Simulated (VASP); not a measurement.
Write the native input for VASP 6.6.1 that does the following.

```
Task                   : single point
Functional             : PBEsol
Potentials or basis    : VASP PAW PBE potentials, release 64 (Ge_d)
Cutoff                 : 520 eV
k mesh                 : 12 × 7 × 4
Occupations            : gaussian, width 0.15 eV
Spin                   : no spin polarisation
Dipole correction      : no
Further INCAR settings : LREAL = Auto; ALGO = Normal; EDIFF = 1e-07; NBANDS = 126
```

The structure of Ge lies in POSCAR:

```
Ge
1.0
    1.9984839317     -3.4614757078      0.0000000000
    0.0000000000      0.0000000000     -6.5963651367
   11.9909035900      6.9229514156      0.0000000000
Ge
16
Direct
    0.0000000000      0.9370881434      0.1666666667
    0.5000000000      0.9370881434      0.4166666667
    0.0000000000      0.9370881434      0.6666666667
    0.5000000000      0.9370881434      0.9166666667
    0.5000000000      0.4370881434      0.0833333333
    0.0000000000      0.4370881434      0.3333333333
    0.5000000000      0.4370881434      0.5833333333
    0.0000000000      0.4370881434      0.8333333333
    0.0000000000      0.5629118566      0.1666666667
    0.5000000000      0.5629118566      0.4166666667
    0.0000000000      0.5629118566      0.6666666667
    0.5000000000      0.5629118566      0.9166666667
    0.5000000000      0.0629118566      0.0833333333
    0.0000000000      0.0629118566      0.3333333333
    0.5000000000      0.0629118566      0.5833333333
    0.0000000000      0.0629118566      0.8333333333
```

This isn't the form of Ge at room conditions, which is diamond.

The input as run:

INCAR

```
  ALGO = Normal
  EDIFF = 1E-7
  ENCUT = 520
  GGA = PS
  ISIF = 2
  ISMEAR = 0
  KPAR = 4
  LASPH = True
  LCHARG = False
  LREAL = Auto
  LWAVE = False
  NBANDS = 126
  NELM = 60
  PREC = Accurate
  SIGMA = 0.15
```

KPOINTS

```
k-points
0
Gamma
  12 7 4
```

Potentials or basis: VASP PAW PBE potentials, release 64 (Ge_d).

Run with:

```sh
$ cat potpaw_PBE.64/Ge_d/POTCAR > POTCAR
$ mpirun -np 4 vasp_std > vasp.out
```

Results of the run:

```yaml
Pressure: -0.1 GPa
Largest_force: 0.006 eV/Å
Band_gap_on_the_k_mesh: zero (bands 112 and 113 overlap by 0.04 eV)
```

Caveat: semilocal functionals underestimate gaps, and a narrow one can read as zero; the PAW data sets were made with another functional, which shifts forces and pressure a little.

It took 14 min on 4 MPI ranks on Intel(R) Xeon(R) 6975P-C (Granite Rapids), on a shared host, peak memory 2 GiB a rank.
